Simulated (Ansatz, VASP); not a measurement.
## ZrB2: VASP beside Ansatz

```xyz
3
Lattice="3.9421 0.0000 0.0000 -1.9710 3.4139 0.0000 0.0000 0.0000 3.6399" Properties=species:S:1:pos:R:3 pbc="T T T"
Zr    0.0000    0.0000    0.0000
B     0.0000    2.2760    0.0000
B     1.9710    1.1380    0.0000
```

Alike in both runs: functional PBE; k mesh 6 × 6 × 6; occupations gaussian, width 0.2 eV; no spin polarisation.

Ansatz relaxed the structure, and its values are those at the end. VASP's run is a single point on that final structure, the one shown.

|  | VASP | Ansatz |
| --- | --- | --- |
| version | VASP 6.6.1 | Ansatz 0.2.0 |
| potentials or method | VASP PAW PBE potentials, release 64 (Zr_sv, B), cutoff 500 eV | scalar-relativistic, plane waves, PAW |
| valence electrons in the cell | 18 | 18 |

|  | VASP | Ansatz | Ansatz less VASP |
| --- | --- | --- | --- |
| gap on the k mesh at the Fermi level (eV) | none | none | - |
| pressure (GPa) | 0.2 | 0.2 | -0.03 |

A gap of «none» marks a metal or a gap that the smearing closes.
